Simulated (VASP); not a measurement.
Wanted: the native input for a VASP 6.6.1 run.

```yaml
Task: single point
Functional: PBE
Potentials_or_basis: VASP PAW PBE potentials, release 64 (Si, Ge_d)
Cutoff: 520 eV
k_mesh: 8 × 6 × 2
Occupations: gaussian, width 0.2 eV
Spin: no spin polarisation
Dipole_correction: no
Further_INCAR_settings: ALGO = Normal; EDIFF = 1e-06; NBANDS = 61
```

The structure of Si2Ge3 lies in POSCAR:

```
Si2Ge3
1.0
    2.6751613343      0.0000000000      0.0000000000
    0.0000000000      4.2162714193      0.0000000000
    0.0000000000      0.0000000000     17.5310653890
Si Ge
4 6
Direct
    1.0000000000      0.5000000000      0.1817199613
    0.0000000000      0.5000000000      0.6817199613
    0.0000000000      0.5000000000      0.3182800387
    0.0000000000      0.5000000000      0.8182800387
    0.5000000000      0.5000000000      0.5000000000
    0.5000000000      0.5000000000      1.0000000000
    0.0000000000      0.0000000000      0.3975390160
    0.0000000000      1.0000000000      0.8975390160
    1.0000000000      1.0000000000      0.1024609840
    1.0000000000      1.0000000000      0.6024609840
```

One way to write it, as run:

INCAR

```
PREC = Accurate
ENCUT = 520
EDIFF = 1E-6
ISMEAR = 0
SIGMA = 0.2
LREAL = False
LASPH = True
NELM = 100
ALGO = Normal
ISIF = 2
LWAVE = False
LCHARG = False
GGA = PE
NBANDS = 61
```

KPOINTS

```
regular mesh
0
Gamma
  8 6 2
```

Potentials or basis: VASP PAW PBE potentials, release 64 (Si, Ge_d).

Launch:

```bash
$ cat potpaw_PBE.64/Si/POTCAR potpaw_PBE.64/Ge_d/POTCAR > POTCAR
$ mpirun -np 1 vasp_std > vasp.out
```

It gave:

```json
{
  "Pressure": "0.3 GPa",
  "Largest force": "0.129 eV/Å",
  "Band gap on the k mesh": "zero (bands 50 and 51 overlap by 3.38 eV)"
}
```

Run time: 7.6 min on 1 thread of Intel(R) Xeon(R) Platinum 8259CL CPU @ 2.50GHz (Skylake/Cascade Lake), with other jobs on the host, peak memory 0.5 GiB.
